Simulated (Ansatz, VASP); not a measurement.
**One calculation of Mo2W, two programs**

```
Mo W
1.0
     4.48579    0.00000    0.00000
    -2.24290    3.88481    0.00000
     0.00000    0.00000    2.73332
Mo W
2 1
Direct
  0.33333 0.66667 0.33472
  0.66667 0.33333 0.66528
  0.00000 0.00000 0.00000
```

Alike in both runs: task single point; functional PBE; k mesh 6 × 6 × 6; occupations gaussian, width 0.1 eV; collinear spin.

|  | VASP | Ansatz |
| --- | --- | --- |
| version | VASP 6.6.1 | Ansatz 0.2.0 |
| potentials or method | VASP PAW PBE potentials, release 64 (Mo_sv, W_sv), cutoff 520 eV | scalar-relativistic, plane waves, PAW |
| valence electrons in the cell | 42 | 42 |

Ansatz gave:

```
gap on the k mesh at the Fermi level (eV)                     : none
pressure (GPa)                                                : -0.1
traceless stress, the component that is largest in VASP (GPa) : -0.09
rms of the force components (eV/Å)                            : 0.002
net moment per atom (μB)                                      : 0.00
```

Question: Which values does VASP return?

Answer: gap on the k mesh at the Fermi level (eV): none; pressure (GPa): 0.4; traceless stress, the component that is largest in VASP (GPa): -0.09; rms of the force components (eV/Å): 0.003; net moment per atom (μB): 0.00.

Atom by atom the forces differ by 0.001 eV/Å (rms over components). A gap of «none» marks a metal or a gap that the smearing closes. Ansatz's warnings: seeded moment not kept.

The k mesh is coarse, so the values compare programs but aren't converged. Neither program's run includes spin-orbit coupling.
